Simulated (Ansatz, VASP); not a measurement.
# Two plane-wave programs on TlMoS2

```
Tl Mo S
1.0
     4.69459    0.00000    0.00000
     0.00000    4.69459    0.00000
     0.00000    0.00000    4.29834
Tl Mo S
1 1 2
Direct
  0.50000 0.50000 0.50000
  0.00000 0.00000 0.00000
  0.50000 0.00000 0.00000
  0.00000 0.50000 0.00000
```

Alike in both runs: functional PBE; k mesh 10 × 10 × 10; occupations gaussian, width 0.1 eV; no spin polarisation.

Ansatz relaxed the structure, and its values are those at the end. VASP's run is a single point on that final structure, the one shown.

|  | VASP | Ansatz |
| --- | --- | --- |
| version | VASP 6.6.1 | Ansatz 0.2.0 |
| potentials or method | VASP PAW PBE potentials, release 64 (Tl_d, Mo_sv, S), cutoff 520 eV | scalar-relativistic, plane waves, PAW |
| valence electrons in the cell | 39 | 39 |

|  | VASP | Ansatz | Ansatz less VASP |
| --- | --- | --- | --- |
| gap on the k mesh at the Fermi level (eV) | none | none | - |
| pressure (GPa) | 0.0 | 0.0 | +0.05 |

A gap of «none» marks a metal or a gap that the smearing closes.

Spin-orbit coupling is off throughout.
